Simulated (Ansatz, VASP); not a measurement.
# AsHF: VASP beside Ansatz

Contents of INCAR:

```
SYSTEM = AsHF
PREC = Accurate ; ENCUT = 600
EDIFF = 1E-7 ; ISMEAR = 0
SIGMA = 0.1 ; LREAL = .FALSE.
LASPH = .TRUE. ; NELM = 120
ALGO = Normal ; ISIF = 3
LWAVE = .FALSE. ; LCHARG = .FALSE.
GGA = PE ; IBRION = 2
NSW = 100 ; EDIFFG = -0.01
GGA_COMPAT = .FALSE. ; NELMIN = 4
```

KPOINTS

```
regular mesh
0
G
  18 12 10
  0 0 0
```

The input POSCAR:

```
AsHF
1.0
    2.5059760104      0.0000000000      0.0000000000
    0.0000000000      4.0497885427      0.0000000000
    0.0000000000      0.0000000000      5.0539099042
H As F
1 1 1
Direct
    0.0000000000      0.0000000000      0.0000000000
    0.0000000000      0.5000000000      0.5000000000
    0.0000000000      0.0000000000      0.5000000000
```

Input for Ansatz:

```yaml
crystal:
  lattice:
    - [2.5059760104, 0.0, 0.0]
    - [0.0, 4.0497885427, 0.0]
    - [0.0, 0.0, 5.0539099042]
  atoms:
    - { symbol: H, position: [0.0, 0.0, 0.0] }
    - { symbol: As, position: [0.0, 0.5, 0.5] }
    - { symbol: F, position: [0.0, 0.0, 0.5] }
basis:
  ecutwfc: 420
kpoints:
  mp_grid: { grid: [18, 12, 10] }
hamiltonian:
  xc: pbe
scf:
  occupations: { method: gaussian, width: 0.1 }
output:
  forces: true
  stress: true
  eigenvalues: true
  write_density: true
  write_potential: true
  elf: true
  volumetric_format: npy
relax:
  adjacent_minimum: "off"
  f_tol: 0.01
  max_steps: 80
  cell: { stress_tol: 0.05 }
```

Alike in both runs: task relaxation of cell and atoms; functional PBE; k mesh 18 × 12 × 10; occupations gaussian, width 0.1 eV; no spin polarisation.

```csv
,VASP,Ansatz
version,VASP 6.6.1,Ansatz 0.2.0
potentials or method,"VASP PAW PBE potentials, release 64 (H, As, F), cutoff 600 eV","scalar-relativistic, plane waves, PAW"
valence electrons in the cell,13,23
```

Ansatz gave:

```
gap on the k mesh at the Fermi level, each at its own relaxed structure (eV) : none
relaxed volume (Å³/atom)                                                     : 16.80
relaxed cell length with the largest relative difference (Å)                 : 4.908
```

Which values does VASP return?

gap on the k mesh at the Fermi level, each at its own relaxed structure (eV): none; relaxed volume (Å³/atom): 16.28; relaxed cell length with the largest relative difference (Å): 4.743.

A gap of «none» marks a metal or a gap that the smearing closes. VASP's potentials hold 13 valence electrons a cell and Ansatz's 23, so a difference there can come from the potentials and not from the codes.
